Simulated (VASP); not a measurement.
Set up this calculation in VASP 6.6.1, as the native input.

```yaml
Task: single point
Functional: r2SCAN
Potentials_or_basis: VASP PAW PBE potentials, release 64 (O, Sr_sv, Cu, Se)
Cutoff: 520 eV
k_mesh: 4 × 4 × 4
Occupations: fermi-dirac, width 0.01 eV
Spin: no spin polarisation
Dipole_correction: no
Further_INCAR_settings: ALGO = Normal; EDIFF = 1e-06; NBANDS = 48
```

The system is Sr2CuSeO6.

```
O Sr Cu Se
1.0
     0.00000    5.32633    0.00000
     5.32633    0.00000    0.00000
     2.66316    2.66316   -4.15177
O Sr Cu Se
6 2 1 1
Direct
  0.20600 0.29700 0.00000
  0.29700 0.79400 0.00000
  0.79400 0.70300 0.00000
  0.70300 0.20600 0.00000
  0.28000 0.28000 0.44000
  0.72000 0.72000 0.56000
  0.75000 0.25000 0.50000
  0.25000 0.75000 0.50000
  0.00000 0.00000 0.00000
  0.50000 0.50000 0.00000
```

The input as run:

POSCAR

```
Sr2CuSeO6
1.0
    0.0000000000      5.3263270000      0.0000000000
    5.3263270000      0.0000000000      0.0000000000
    2.6631640000      2.6631640000     -4.1517660000
O Sr Cu Se
6 2 1 1
Direct
    0.2060000000      0.2970000000      0.0000000000
    0.2970000000      0.7940000000      0.0000000000
    0.7940000000      0.7030000000      0.0000000000
    0.7030000000      0.2060000000      0.0000000000
    0.2800000000      0.2800000000      0.4400000000
    0.7200000000      0.7200000000      0.5600000000
    0.7500000000      0.2500000000      0.5000000000
    0.2500000000      0.7500000000      0.5000000000
    0.0000000000      0.0000000000      0.0000000000
    0.5000000000      0.5000000000      0.0000000000
```

INCAR.step1

```
SYSTEM = Sr2CuSeO6
  ALGO = Normal
  EDIFF = 1E-4
  ENCUT = 520
  GGA = PE
  ISMEAR = -1
  LASPH = .True.
  LCHARG = .False.
  LREAL = .False.
  LWAVE = .True.
  NBANDS = 48
  NELM = 60
  PREC = Accurate
  SIGMA = 0.01
```

INCAR.step2

```
SYSTEM = Sr2CuSeO6
  ALGO = Normal
  EDIFF = 1E-6
  ENCUT = 520
  ISIF = 2
  ISMEAR = -1
  ISTART = 1
  LASPH = .True.
  LCHARG = .False.
  LMIXTAU = .True.
  LREAL = .False.
  LWAVE = .False.
  METAGGA = R2SCAN
  NBANDS = 48
  NELM = 60
  PREC = Accurate
  SIGMA = 0.01
```

KPOINTS

```
k-points
0
Gamma
  4 4 4
  0 0 0
```

Potentials or basis: VASP PAW PBE potentials, release 64 (O, Sr_sv, Cu, Se).

The run is started by

```bash
$ cat potpaw_PBE.64/O/POTCAR potpaw_PBE.64/Sr_sv/POTCAR potpaw_PBE.64/Cu/POTCAR potpaw_PBE.64/Se/POTCAR > POTCAR
$ cp INCAR.step1 INCAR
$ mpirun -np 1 vasp_std > vasp.out
$ cp INCAR.step2 INCAR
$ mpirun -np 1 vasp_std > vasp.out
```

It gave:

```yaml
Pressure: -1.5 GPa
Largest_force: 0.979 eV/Å
Band_gap_on_the_k_mesh: zero (an odd number of electrons rules out a gap without spin polarisation)
```

Caveat: the PAW data sets were made with another functional, which shifts forces and pressure a little; an odd number of electrons without spin polarisation forces a metal; a magnetic or distorted state may lie lower; semilocal functionals often make such compounds metallic where correlation or magnetic order opens a gap, which also shifts bond lengths.

It took 2.9 min on 1 thread of Intel(R) Xeon(R) 6975P-C (Granite Rapids) (shared host), peak memory 0.31 GiB.
